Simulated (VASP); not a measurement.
Set up this calculation in VASP 6.6.1, as the native input.

* Task: single point
* Functional: r2SCAN
* Potentials or basis: VASP PAW PBE potentials, release 64 (Mg_sv, C)
* Cutoff: 750 eV
* k mesh: 5 × 5 × 4
* Occupations: gaussian, width 0.005 eV
* Spin: no spin polarisation
* Dipole correction: no
* Mended: yes
* Further INCAR settings: ALGO = Normal; EDIFF = 1e-06; NBANDS = 27

The system is MgC2.

```xyz
6
Lattice="3.9508 0.0000 0.0000 0.0000 3.9508 0.0000 0.0000 0.0000 4.9871" Properties=species:S:1:pos:R:3 pbc="T T T"
Mg   -0.0351   -0.0172    2.4556
Mg    1.9887    2.0150   -0.0258
C     1.5314    2.3969    2.5370
C     0.4649    0.4779    0.0000
C     2.4220    1.5238    2.4796
C     3.4651    3.4904    0.0228
```

The input as run:

POSCAR

```
MgC2
1.0
    3.9507770000      0.0000000000      0.0000000000
    0.0000000000      3.9507770000      0.0000000000
    0.0000000000      0.0000000000      4.9870890000
Mg C
2 4
Direct
   -0.0088950000     -0.0043460000      0.4923900000
    0.5033630000      0.5100160000     -0.0051830000
    0.3876270000      0.6066950000      0.5087150000
    0.1176850000      0.1209630000     -0.0000010000
    0.6130530000      0.3856960000      0.4972100000
    0.8770760000      0.8834810000      0.0045650000
```

INCAR.step1

```
SYSTEM = MgC2
PREC = Accurate ; ENCUT = 750
ISMEAR = 0 ; SIGMA = 0.005
LREAL = .False. ; LASPH = .True.
NELM = 120 ; NBANDS = 27
GGA = PE ; ALGO = Normal
EDIFF = 1E-5 ; LWAVE = .True.
LCHARG = .False. ; GGA_COMPAT = .False.
```

INCAR.step2

```
SYSTEM = MgC2
PREC = Accurate ; ENCUT = 750
EDIFF = 1E-6 ; ISMEAR = 0
SIGMA = 0.005 ; LREAL = .False.
LASPH = .True. ; NELM = 120
ALGO = Normal ; ISIF = 2
LWAVE = .False. ; LCHARG = .False.
METAGGA = R2SCAN ; LMIXTAU = .True.
NBANDS = 27 ; ISTART = 1
GGA_COMPAT = .False.
```

KPOINTS

```
regular mesh
0
Gamma
  5 5 4
  0 0 0
```

Potentials or basis: VASP PAW PBE potentials, release 64 (Mg_sv, C).

Command:

```console
$ cat potpaw_PBE.64/Mg_sv/POTCAR potpaw_PBE.64/C/POTCAR > POTCAR
$ cp INCAR.step1 INCAR
$ mpirun -np 1 vasp_std > vasp.out
$ cp INCAR.step2 INCAR
$ mpirun -np 1 vasp_std > vasp.out
```

Results of the run:

| Item | Value |
| --- | --- |
| Pressure | -5.4 GPa |
| Largest force | 6.176 eV/Å |
| Band gap on the k mesh | 2.55 eV (least direct gap 2.68 eV) |

Caveat: the cell stands under tension; the PAW data sets were made with another functional, which shifts forces and pressure a little; an odd mesh through Γ misses points on the zone boundary, where band edges can lie.

Run time: 5.8 min on 1 thread of Intel(R) Xeon(R) Platinum 8488C (Sapphire Rapids), with other jobs on the host, peak memory 0.34 GiB.
